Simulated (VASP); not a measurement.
# Ti (Im-3m) in VASP: a series of runs, part 2 of 2

VASP 6.6.1. The steps go on from the part before.

### 3 Single point, PBE (17.76 Å³/atom)

This run uses another cell than the first one, of 17.76 Å³/atom.

The input, INCAR:

```
PREC     = Accurate       # precision mode
ENCUT    = 520            # plane-wave cutoff, eV
EDIFF    = 1E-7           # SCF threshold, eV
ISMEAR   = -1             # smearing method
SIGMA    = 0.15           # smearing width, eV
LREAL    = F              # projectors in reciprocal space
LASPH    = T              # aspherical terms in the spheres
NELM     = 80             # most SCF steps
ALGO     = Normal         # electronic algorithm
ISIF     = 2              # what is computed and relaxed
LWAVE    = F              # write WAVECAR
LCHARG   = F              # write CHGCAR
GGA      = PE             # functional
NBANDS   = 12             # bands
```

The input, KPOINTS:

```
Automatic mesh
0
Gamma
  20 20 20
```

The input, POSCAR:

```
Ti
1.0
   -1.6435433087      1.6435433087      1.6435433087
    1.6435433087     -1.6435433087      1.6435433087
    1.6435433087      1.6435433087     -1.6435433087
Ti
1
Direct
    0.0000000000      0.0000000000      0.0000000000
```

Potentials or basis: VASP PAW PBE potentials, release 64 (Ti_sv).

On the command line:

```
$ cat potpaw_PBE.64/Ti_sv/POTCAR > POTCAR
$ mpirun -np 1 vasp_std > vasp.out
```

OUTCAR:

```text
PREC = Accurate
   ENCUT = 520
   EDIFF = 1E-7
   ISMEAR = -1
   LREAL = F
   LASPH = T
   NELM = 80
   ISIF = 2
   GGA = PE

 ion  position               nearest neighbor table
   1  0.000  0.000  0.000-

  LATTYP: Found a body centered cubic cell.
 ALAT       =     3.2870866174

  Lattice vectors:

 A1 = (  -1.6435433087,   1.6435433087,   1.6435433087)
 A2 = (   1.6435433087,  -1.6435433087,   1.6435433087)
 A3 = (   1.6435433087,   1.6435433087,  -1.6435433087)

Analysis of symmetry for initial positions (statically):
=====================================================================
 Subroutine PRICEL returns:
 Original cell was already a primitive cell.

 Routine SETGRP: Setting up the symmetry group for a
 body centered cubic supercell.

 Subroutine GETGRP returns: Found 48 space group operations
 (whereof 48 operations were pure point group operations)
 out of a pool of 48 trial point group operations.

The static configuration has the point symmetry O_h .

Analysis of symmetry for dynamics (positions and initial velocities):
=====================================================================
 Subroutine PRICEL returns:
 Original cell was already a primitive cell.

 Routine SETGRP: Setting up the symmetry group for a
 body centered cubic supercell.

 Subroutine GETGRP returns: Found 48 space group operations
 (whereof 48 operations were pure point group operations)
 out of a pool of 48 trial point group operations.

The dynamic configuration has the point symmetry O_h .

 Subroutine INISYM returns: Found 48 space group operations
 (whereof 48 operations are pure point group operations),
 and found     1 'primitive' translations

----------------------------------------------------------------------------------------

                                     Primitive cell

  volume of cell :      17.7584

  direct lattice vectors                    reciprocal lattice vectors
[... 110 lines left out ...]
   GGA     = PE    functional components
   LHFCALC =     F    Hartree Fock is set to
   AEXX    =    0.0000 exact exchange contribution
   IVDW    =     0    specifies the selected vdW correction
   LEPSILON=     F    determine dielectric tensor
   LRPA    =     F    only Hartree local field effects (RPA)
 non-spin polarized calculation
  energy-cutoff  :      520.00
  volume of cell :       17.76
 maximum number of plane-waves:       490
 NGX is ok and might be reduce to    24
   NGX = 11   NGY = 11   NGZ = 11

 number of electron      12.0000001 magnetization

 Free energy of the ion-electron system (eV)
  ---------------------------------------------------
  ext. energy  EPLUGINS =         0.00000000
  ---------------------------------------------------
  free energy    TOTEN  =        -7.80767798 eV

  energy without entropy =       -7.63537694  energy(sigma->0) =       -7.72152746

 E-fermi :   7.8656     XC(G=0): -11.3895

 val. band max:        7.8654923248   @ k =  -0.4500   0.5000   0.1000
 cond. band min:       7.8664578232   @ k =   0.2000   0.1500   0.0000
 fundamental gap:      0.0009654984
 Fermi energy:         7.8655507495

 k-point     1 :       0.0000    0.0000    0.0000
  band No.  band energies     occupation
      1     -48.7100      2.00000
      2     -24.5917      2.00000
      3     -24.5917      2.00000
      4     -24.5917      2.00000
      5       1.9530      2.00000
      6       8.8304      0.00321
      7       8.8304      0.00321
      8       8.8304      0.00321
      9      10.5405      0.00000
     10      10.5405      0.00000
     11      25.1103      0.00000
     12      25.1103      0.00000
[... 331 lines left out ...]
 k-point    24 :       0.2500    0.1000    0.0000
  band No.  band energies     occupation
      1     -48.6270      2.00000
      2     -25.0129      2.00000
      3     -24.7284      2.00000
      4     -24.6152      2.00000
      5       4.6241      2.00000
      6       7.8757      0.96613
      7       8.0324      0.49485
      8      10.2143      0.00000
      9      10.7895      0.00000
     10      10.9500      0.00000
     11      20.0816      0.00000
     12      22.1676      0.00000

 [... further k-points ...]

------------------------ aborting loop because EDIFF is reached ----------------------------------------

  FORCE on cell =-STRESS in cart. coord.  units (eV):
  Direction    XX          YY          ZZ          XY          YZ          ZX
  --------------------------------------------------------------------------------------
  -------------------------------------------------------------------------------------
  Total       -0.2445520     -0.2445520     -0.2445520     -0.0000000      0.0000000     -0.0000000
  in kB      -22.0637043    -22.0637043    -22.0637043     -0.0000000      0.0000000     -0.0000000
  external PRESSURE =     -22.0637043 kB  Pullay stress =       0.0000000 kB

 VOLUME and BASIS-vectors are now :
 -----------------------------------------------------------------------------
  energy-cutoff  :      520.00
  volume of cell :       17.76
      direct lattice vectors                 reciprocal lattice vectors
    -1.643543309  1.643543309  1.643543309     0.000000000  0.304220763  0.304220763
     1.643543309 -1.643543309  1.643543309     0.304220763  0.000000000  0.304220763
     1.643543309  1.643543309 -1.643543309     0.304220763  0.304220763  0.000000000

 POSITION                                       TOTAL-FORCE (eV/Angst)
 -----------------------------------------------------------------------------------
      0.00000      0.00000      0.00000        -0.000000      0.000000      0.000000
 -----------------------------------------------------------------------------------
    total drift:                                0.000000      0.000000     -0.000000

  FREE ENERGIE OF THE ION-ELECTRON SYSTEM (eV)
  ---------------------------------------------------
  free  energy   TOTEN  =        -7.8076779765 eV

  energy  without entropy=       -7.6353769364  energy(sigma->0) =       -7.72152746
```

OSZICAR:

```text
N       E                     dE             d eps       ncg     rms          rms(c)
DAV:   1     0.877206191270E+02    0.87721E+02   -0.65483E+03  6156   0.120E+03
DAV:   2    -0.446989106647E+01   -0.92191E+02   -0.89804E+02  6276   0.298E+02
DAV:   3    -0.878016164691E+01   -0.43103E+01   -0.42572E+01  8444   0.655E+01
DAV:   4    -0.887527841570E+01   -0.95117E-01   -0.95003E-01  6928   0.845E+00
DAV:   5    -0.887754018319E+01   -0.22618E-02   -0.22617E-02  7248   0.118E+00    0.808E+00
DAV:   6    -0.780251487769E+01    0.10750E+01   -0.24824E+00  6632   0.225E+01    0.201E+00
DAV:   7    -0.779882046019E+01    0.36944E-02   -0.69990E-02  7280   0.278E+00    0.123E+00
DAV:   8    -0.780721513598E+01   -0.83947E-02   -0.33636E-02  6452   0.216E+00    0.102E-01
DAV:   9    -0.780766153051E+01   -0.44639E-03   -0.24986E-03  7520   0.489E-01    0.755E-02
DAV:  10    -0.780770209833E+01   -0.40568E-04   -0.22046E-04  6512   0.167E-01    0.137E-02
DAV:  11    -0.780767709877E+01    0.25000E-04   -0.21895E-05  7300   0.725E-02    0.708E-03
DAV:  12    -0.780767754157E+01   -0.44280E-06   -0.14473E-06  7624   0.149E-02    0.718E-04
DAV:  13    -0.780767805205E+01   -0.51048E-06   -0.26894E-07  7588   0.333E-03    0.208E-03
DAV:  14    -0.780767797652E+01    0.75530E-07   -0.53620E-08  4336   0.270E-03
   1 F= -.78076780E+01 E0= -.77215275E+01  d E =-.172301E+00
```

stdout:

```text
POSCAR found type information on POSCAR Ti
 POSCAR found :  1 types and       1 ions
 scaLAPACK will be used
 LDA part: xc-table for (Slater+PW92), standard interpolation
 POSCAR, INCAR and KPOINTS ok, starting setup
 FFT: planning ... GRIDC
 FFT: planning ... GRID_SOFT
 FFT: planning ... GRID
 WAVECAR not read
 entering main loop
```

Wall time 91 s (1 thread of Intel Xeon Platinum 8375C at 2.90GHz (Ice Lake), shared host); peak memory 0.17 GiB.

Results:

```yaml
Free_energy: -7.8077 eV
Pressure: -2.2 GPa
Band_gap_on_the_k_mesh: zero (bands 6 and 7 overlap by 1.61 eV)
```
